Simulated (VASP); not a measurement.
# TaC (Fm-3m) in VASP: notebook

The runs below take TaC through single point, with PBE.

Program: VASP 6.6.1. These are calculated values, not measurements. Logs are shortened: lines on timing, memory, paths and dates and some standing lists are left out, and cuts for length are marked.

**1. The cell of the first run**

It takes space group Fm-3m (No. 225, cubic). Conventional cell: a = 4.446 Å, b = 4.446 Å, c = 4.446 Å, α = 90.00°, β = 90.00°, γ = 90.00°. Within 2.9 Å of Ta (site symmetry m-3m) lie 6 C at 2.22 Å. Within 2.9 Å of C (site symmetry m-3m) lie 6 Ta at 2.22 Å.

**2. Single point, PBE**

The input, INCAR:

```
SYSTEM = TaC
PREC = Accurate ; ENCUT = 600
EDIFF = 1E-6 ; ISMEAR = 1
SIGMA = 0.1 ; LREAL = .False.
LASPH = .True. ; NELM = 120
ALGO = Normal ; ISIF = 2
LWAVE = .False. ; LCHARG = .True.
GGA = PE ; LELF = .True.
LVHAR = .True. ; NBANDS = 14
GGA_COMPAT = .False.
```

The input, KPOINTS:

```
Automatic mesh
0
Gamma
  3 3 3
  0 0 0
```

The input, POSCAR:

```
TaC
1.0
    0.0000000000      2.2230000000      2.2230000000
    2.2230000000      0.0000000000      2.2230000000
    2.2230000000      2.2230000000      0.0000000000
Ta C
1 1
Direct
    0.0000000000      0.0000000000      0.0000000000
    0.5000000000      0.5000000000      0.5000000000
```

Potentials or basis: VASP PAW PBE potentials, release 64 (Ta_pv, C).

On the command line:

```sh
$ cat potpaw_PBE.64/Ta_pv/POTCAR potpaw_PBE.64/C/POTCAR > POTCAR
$ mpirun -np 1 vasp_std > vasp.out
```

OUTCAR:

```text
SYSTEM = TaC
   PREC = Accurate
   ENCUT = 600
   EDIFF = 1E-6
   ISMEAR = 1
   LREAL = .False.
   LASPH = .True.
   NELM = 120
   ISIF = 2
   GGA = PE

 ion  position               nearest neighbor table
   1  0.000  0.000  0.000-   2 2.22   2 2.22   2 2.22   2 2.22   2 2.22   2 2.22
   2  0.500  0.500  0.500-   1 2.22   1 2.22   1 2.22   1 2.22   1 2.22   1 2.22

  LATTYP: Found a face centered cubic cell.
 ALAT       =     4.4460000000

  Lattice vectors:

 A1 = (   0.0000000000,   2.2230000000,   2.2230000000)
 A2 = (   2.2230000000,   0.0000000000,   2.2230000000)
 A3 = (   2.2230000000,   2.2230000000,   0.0000000000)

Analysis of symmetry for initial positions (statically):
=====================================================================
 Subroutine PRICEL returns:
 Original cell was already a primitive cell.

 Routine SETGRP: Setting up the symmetry group for a
 face centered cubic supercell.

 Subroutine GETGRP returns: Found 48 space group operations
 (whereof 48 operations were pure point group operations)
 out of a pool of 48 trial point group operations.

The static configuration has the point symmetry O_h .

Analysis of symmetry for dynamics (positions and initial velocities):
=====================================================================
 Subroutine PRICEL returns:
 Original cell was already a primitive cell.

 Routine SETGRP: Setting up the symmetry group for a
 face centered cubic supercell.

 Subroutine GETGRP returns: Found 48 space group operations
 (whereof 48 operations were pure point group operations)
 out of a pool of 48 trial point group operations.

The dynamic configuration has the point symmetry O_h .

 Subroutine INISYM returns: Found 48 space group operations
 (whereof 48 operations are pure point group operations),
 and found     1 'primitive' translations

----------------------------------------------------------------------------------------

                                     Primitive cell

  volume of cell :      21.9709

  direct lattice vectors                    reciprocal lattice vectors
     0.000000000  2.223000000  2.223000000    -0.224921278  0.224921278  0.224921278
     2.223000000  0.000000000  2.223000000     0.224921278 -0.224921278  0.224921278
     2.223000000  2.223000000  0.000000000     0.224921278  0.224921278 -0.224921278

  length of vectors
     3.143796749  3.143796749  3.143796749     0.389575080  0.389575080  0.389575080

  position of ions in fractional coordinates (direct lattice)
     0.000000000  0.000000000  0.000000000
     0.500000000  0.500000000  0.500000000

  ion indices of the primitive-cell ions
   primitive index   ion index
                 1           1
                 2           2

----------------------------------------------------------------------------------------

 KPOINTS: Automatic mesh

Automatic generation of k-mesh.
 Grid dimensions read from file:
 generate k-points for:    3    3    3

 Generating k-lattice:

  Cartesian coordinates                     Fractional coordinates (reciprocal lattice)
    -0.074973759  0.074973759  0.074973759     0.333333333  0.000000000  0.000000000
     0.074973759 -0.074973759  0.074973759     0.000000000  0.333333333  0.000000000
     0.074973759  0.074973759 -0.074973759     0.000000000  0.000000000  0.333333333

  Length of vectors
     0.129858360  0.129858360  0.129858360

  Shift w.r.t. Gamma in fractional coordinates (k-lattice)
     0.000000000  0.000000000  0.000000000

 Subroutine IBZKPT returns following result:
 ===========================================

 Found      4 irreducible k-points:

 Following reciprocal coordinates:
            Coordinates               Weight
  0.000000  0.000000  0.000000      1.000000
  0.333333  0.000000  0.000000      8.000000
  0.333333  0.333333  0.000000      6.000000
 -0.333333  0.333333  0.000000     12.000000
   k-points           NKPTS =      4   k-points in BZ     NKDIM =      4   number of bands    NBANDS=     14
   number of dos      NEDOS =    301   number of ions     NIONS =      2
   total plane-waves  NPLWV =  21952
   dimension x,y,z NGX =    28 NGY =   28 NGZ =   28
   dimension x,y,z NGXF=    56 NGYF=   56 NGZF=   56
   ions per type =               1   1
   NGX,Y,Z   is equivalent  to a cutoff of  14.81, 14.81, 14.81 a.u.
   NGXF,Y,Z  is equivalent  to a cutoff of  29.61, 29.61, 29.61 a.u.
 SYSTEM =  TaC
   PREC   = accura    normal or accurate (medium, high low for compatibility)
   ISTART =      0    job   : 0-new  1-cont  2-samecut
   ICHARG =      2    charge: 1-file 2-atom 10-const
   ISPIN  =      1    spin polarized calculation?
   LNONCOLLINEAR =      F non collinear calculations
   LSORBIT =      F    spin-orbit coupling
   LASPH  =      T    aspherical Exc in radial PAW
   ENCUT  =  600.0 eV  44.10 Ry    6.64 a.u.   6.28  6.28  6.28*2*pi/ulx,y,z
   NELM   =    120;   NELMIN=  2; NELMDL= -5     # of ELM steps
   EDIFF  = 0.1E-05   stopping-criterion for ELM
   LREAL  =      F    real-space projection
   EDIFFG = 0.1E-04   stopping-criterion for IOM
   NSW    =      0    number of steps for IOM
   IBRION =     -1    ionic relax: 0-MD 1-quasi-New 2-CG
   NFREE  =      0    steps in history (QN), initial steepest desc. (CG)
   ISIF   =      2    stress and relaxation
   ISYM   =      2    0-nonsym 1-usesym 2-fastsym
   POTIM  = 0.5000    time-step for ionic-motion
   TEBEG  =    0.0;   TEEND  =   0.0 temperature during run
   PSTRESS=    0.0 pullay stress
   NELECT =      15.0000    total number of electrons
   NUPDOWN=      -1.0000    fix difference up-down
   EMIN   =  10.00;   EMAX   =-10.00  energy-range for DOS
   EFERMI =   0.00;   METHOD = LEGACY
   ISMEAR =     1;   SIGMA  =   0.10  broadening in eV -4-tet -1-fermi 0-gaus
   EFERMI_NEDOS =   21; number of points for ismear=-14 and -15
   IALGO  =     38    algorithm
   IMIX   =      4    mixing-type and parameters
     AMIX     =   0.40;   BMIX     =  1.00
     AMIX_MAG =   1.60;   BMIX_MAG =  1.00
  volume/ion in A,a.u.               =      10.99        74.13
  Fermi-wavevector in a.u.,A,eV,Ry     =   1.441526  2.724089 28.272865  2.077997
  Thomas-Fermi vector in A             =   2.560148
   LORBIT       =      0    0 simple, 1 ext, 2 COOP (PROOUT), +10 PAW based schemes
   GGA     = PE    functional components
   LHFCALC =     F    Hartree Fock is set to
   AEXX    =    0.0000 exact exchange contribution
   IVDW    =     0    specifies the selected vdW correction
   LEPSILON=     F    determine dielectric tensor
   LRPA    =     F    only Hartree local field effects (RPA)
 non-spin polarized calculation
 Methfessel and Paxton  Order N= 1 SIGMA  =   0.10
  energy-cutoff  :      600.00
  volume of cell :       21.97
 maximum number of plane-waves:       751
 NGX is ok and might be reduce to    28
   NGX = 13   NGY = 13   NGZ = 13

 number of electron      14.9999999 magnetization

 Free energy of the ion-electron system (eV)
  ---------------------------------------------------
  ext. energy  EPLUGINS =         0.00000000
  ---------------------------------------------------
  free energy    TOTEN  =       -21.72347714 eV

  energy without entropy =      -21.71086584  energy(sigma->0) =      -21.71927337

 E-fermi :   9.0437     XC(G=0): -13.2282

 val. band max:        8.1545247178   @ k =   0.0000   0.0000   0.0000
 cond. band min:       9.0641554338   @ k =  -0.3333   0.3333   0.0000
 fundamental gap:      0.9096307160
 Fermi energy:         9.0437186083

 k-point     1 :       0.0000    0.0000    0.0000
  band No.  band energies     occupation
      1     -26.7045      2.00000
      2     -26.7045      2.00000
      3     -26.7045      2.00000
      4      -6.3076      2.00000
      5       7.0621      2.00000
      6       7.0621      2.00000
      7       7.0621      2.00000
      8       8.1545      2.00000
      9       8.1545      2.00000
     10       8.1545      2.00000
     11       9.0729      0.52812
     12       9.0729      0.52812
     13      15.2186      0.00000
     14      18.4944      0.00000

 k-point     2 :       0.3333    0.0000    0.0000
  band No.  band energies     occupation
      1     -27.2545      2.00000
      2     -26.7621      2.00000
      3     -26.7621      2.00000
      4      -3.6244      2.00000
      5       1.8175      2.00000
      6       3.6327      2.00000
      7       3.6327      2.00000
      8       9.8377     -0.00000
      9       9.8377     -0.00000
     10      10.2480     -0.00000
     11      16.2578      0.00000
     12      16.2578      0.00000
     13      16.7076      0.00000
     14      21.3017      0.00000

 k-point     3 :       0.3333    0.3333    0.0000
  band No.  band energies     occupation
      1     -27.2003      2.00000
      2     -26.8945      2.00000
      3     -26.8945      2.00000
      4      -4.0977      2.00000
      5       2.4757      2.00000
      6       4.4455      2.00000
      7       6.3278      2.00000
      8       6.3278      2.00000
      9      10.4719     -0.00000
     10      12.4870      0.00000
     11      12.4870      0.00000
     12      15.2709      0.00000
     13      19.4568      0.00000
     14      21.1523      0.00000

 k-point     4 :      -0.3333    0.3333    0.0000
  band No.  band energies     occupation
      1     -27.1855      2.00000
      2     -27.1639      2.00000
      3     -26.8579      2.00000
      4      -2.9514      2.00000
      5       1.7502      2.00000
      6       3.5075      2.00000
      7       4.0336      2.00000
      8       9.0642      0.66198
      9      10.9301     -0.00000
     10      12.2999      0.00000
     11      14.3054      0.00000
     12      16.5526      0.00000
     13      19.7269      0.00000
     14      20.8323      0.00000

------------------------ aborting loop because EDIFF is reached ----------------------------------------

  FORCE on cell =-STRESS in cart. coord.  units (eV):
  Direction    XX          YY          ZZ          XY          YZ          ZX
  --------------------------------------------------------------------------------------
  -------------------------------------------------------------------------------------
  Total        1.6236574      1.6236574      1.6236574     -0.0000000     -0.0000000      0.0000000
  in kB      118.4013342    118.4013342    118.4013342     -0.0000000     -0.0000000      0.0000000
  external PRESSURE =     118.4013342 kB  Pullay stress =       0.0000000 kB

 VOLUME and BASIS-vectors are now :
 -----------------------------------------------------------------------------
  energy-cutoff  :      600.00
  volume of cell :       21.97
      direct lattice vectors                 reciprocal lattice vectors
     0.000000000  2.223000000  2.223000000    -0.224921278  0.224921278  0.224921278
     2.223000000  0.000000000  2.223000000     0.224921278 -0.224921278  0.224921278
     2.223000000  2.223000000  0.000000000     0.224921278  0.224921278 -0.224921278

 POSITION                                       TOTAL-FORCE (eV/Angst)
 -----------------------------------------------------------------------------------
      0.00000      0.00000      0.00000         0.000000     -0.000000     -0.000000
      2.22300      2.22300      2.22300        -0.000000      0.000000      0.000000
 -----------------------------------------------------------------------------------
    total drift:                                0.000000      0.000000      0.000000

  FREE ENERGIE OF THE ION-ELECTRON SYSTEM (eV)
  ---------------------------------------------------
  free  energy   TOTEN  =       -21.7234771407 eV

  energy  without entropy=      -21.7108658422  energy(sigma->0) =      -21.71927337
```

It took 11 s on 1 thread of AMD EPYC 7R13, shared host; peak memory 0.12 GiB.

Results:

- Free energy: -21.7235 eV
- Pressure: 11.8 GPa

Caveat: the k points lie up to 0.82 Å⁻¹ apart; spin-orbit coupling is left out, which moves the levels of the heavy elements.

**3. Single point, PBE**

The input, INCAR:

```
PREC = Accurate ; ENCUT = 600
EDIFF = 1E-6 ; ISMEAR = 1
SIGMA = 0.1 ; LREAL = F
LASPH = T ; NELM = 120
ALGO = Normal ; ISIF = 2
LWAVE = F ; LCHARG = F
GGA = PE ; NBANDS = 14
GGA_COMPAT = F
```

The input, KPOINTS:

```
Automatic mesh
0
Gamma
  5 5 5
```

POSCAR is that of step 2.

Potentials or basis: VASP PAW PBE potentials, release 64 (Ta_pv, C).

On the command line:

```sh
$ cat potpaw_PBE.64/Ta_pv/POTCAR potpaw_PBE.64/C/POTCAR > POTCAR
$ mpirun -np 1 vasp_std > vasp.out
```

Run time: 15 s. Hardware: 1 thread of AMD EPYC 7R13, shared host; peak memory 0.13 GiB.

The run converged. Its results:

```
Free energy : -22.2189 eV
Pressure    : 7.3 GPa
```

Levels at points of the mesh, in eV from the Fermi level:
| k point | band 4 | band 5 | band 6 | band 7 | band 8 | band 9 | band 10 | band 11 | band 12 | band 13 |
| --- | --- | --- | --- | --- | --- | --- | --- | --- | --- | --- |
| (0.00, 0.00, 0.00) | -14.80 | -1.28 | -1.28 | -1.28 | -0.42 | -0.42 | -0.42 | 0.72 | 0.72 | 6.71 |

Caveat: the k points lie up to 0.49 Å⁻¹ apart; spin-orbit coupling is left out, which moves the levels of the heavy elements.

**4. Single point, PBE**

The input, INCAR:

```
PREC = Accurate
ENCUT = 600
EDIFF = 1E-6
ISMEAR = 1
SIGMA = 0.1
LREAL = False
LASPH = True
NELM = 120
ALGO = Normal
ISIF = 2
LWAVE = False
LCHARG = False
GGA = PE
NBANDS = 14
GGA_COMPAT = False
```

The input, KPOINTS:

```
regular mesh
0
Gamma
  7 7 7
```

POSCAR is that of step 3.

Potentials or basis: VASP PAW PBE potentials, release 64 (Ta_pv, C).

On the command line:

```sh
$ cat potpaw_PBE.64/Ta_pv/POTCAR potpaw_PBE.64/C/POTCAR > POTCAR
$ mpirun -np 1 vasp_std > vasp.out
```

OUTCAR:

```text
PREC = Accurate
   ENCUT = 600
   EDIFF = 1E-6
   ISMEAR = 1
   LREAL = False
   LASPH = True
   NELM = 120
   ISIF = 2
   GGA = PE

 ion  position               nearest neighbor table
   1  0.000  0.000  0.000-   2 2.22   2 2.22   2 2.22   2 2.22   2 2.22   2 2.22
   2  0.500  0.500  0.500-   1 2.22   1 2.22   1 2.22   1 2.22   1 2.22   1 2.22

  LATTYP: Found a face centered cubic cell.
 ALAT       =     4.4460000000

  Lattice vectors:

 A1 = (   0.0000000000,   2.2230000000,   2.2230000000)
 A2 = (   2.2230000000,   0.0000000000,   2.2230000000)
 A3 = (   2.2230000000,   2.2230000000,   0.0000000000)

Analysis of symmetry for initial positions (statically):
=====================================================================
 Subroutine PRICEL returns:
 Original cell was already a primitive cell.

 Routine SETGRP: Setting up the symmetry group for a
 face centered cubic supercell.

 Subroutine GETGRP returns: Found 48 space group operations
 (whereof 48 operations were pure point group operations)
 out of a pool of 48 trial point group operations.

The static configuration has the point symmetry O_h .

Analysis of symmetry for dynamics (positions and initial velocities):
[... 171 lines left out ...]
      8       7.9820      2.00000
      9       7.9820      2.00000
     10       7.9820      2.00000
     11       9.1190     -0.00000
     12       9.1190     -0.00000
     13      15.1131      0.00000
     14      18.5164      0.00000
[... 309 lines left out ...]
      1     -27.0768      2.00000
      2     -27.0438      2.00000
      3     -26.8180      2.00000
      4      -3.3176      2.00000
      5       2.4811      2.00000
      6       3.4708      2.00000
      7       3.8989      2.00000
      8       9.2437     -0.00000
      9      10.6852      0.00000
     10      12.5701      0.00000
     11      14.0890      0.00000
     12      15.1370      0.00000
     13      20.6552      0.00000
     14      21.2958      0.00000

------------------------ aborting loop because EDIFF is reached ----------------------------------------

  FORCE on cell =-STRESS in cart. coord.  units (eV):
  Direction    XX          YY          ZZ          XY          YZ          ZX
  --------------------------------------------------------------------------------------
  -------------------------------------------------------------------------------------
  Total        0.9999447      0.9999447      0.9999447      0.0000000     -0.0000000      0.0000000
  in kB       72.9185781     72.9185781     72.9185781      0.0000000     -0.0000000      0.0000000
  external PRESSURE =      72.9185781 kB  Pullay stress =       0.0000000 kB

 VOLUME and BASIS-vectors are now :
 -----------------------------------------------------------------------------
  energy-cutoff  :      600.00
  volume of cell :       21.97
      direct lattice vectors                 reciprocal lattice vectors
     0.000000000  2.223000000  2.223000000    -0.224921278  0.224921278  0.224921278
     2.223000000  0.000000000  2.223000000     0.224921278 -0.224921278  0.224921278
     2.223000000  2.223000000  0.000000000     0.224921278  0.224921278 -0.224921278

 POSITION                                       TOTAL-FORCE (eV/Angst)
 -----------------------------------------------------------------------------------
      0.00000      0.00000      0.00000         0.000000      0.000000     -0.000000
      2.22300      2.22300      2.22300        -0.000000     -0.000000      0.000000
 -----------------------------------------------------------------------------------
    total drift:                                0.000000      0.000000      0.000000

  FREE ENERGIE OF THE ION-ELECTRON SYSTEM (eV)
  ---------------------------------------------------
  free  energy   TOTEN  =       -22.1961639629 eV

  energy  without entropy=      -22.1942880767  energy(sigma->0) =      -22.19553867
```

stdout:

```text
POSCAR found type information on POSCAR TaC
 POSCAR found :  2 types and       2 ions
 scaLAPACK will be used
 LDA part: xc-table for (Slater+PW92), standard interpolation
 POSCAR, INCAR and KPOINTS ok, starting setup
 FFT: planning ... GRIDC
 FFT: planning ... GRID_SOFT
 FFT: planning ... GRID
 WAVECAR not read
 entering main loop
```

It took 23 s on 1 thread of AMD EPYC 7R13, shared host; peak memory 0.13 GiB.

Results:

```yaml
Free_energy: -22.1962 eV
Pressure: 7.3 GPa
```

Caveat: spin-orbit coupling is left out, which moves the levels of the heavy elements.

(Continued in part 2 of 2.)
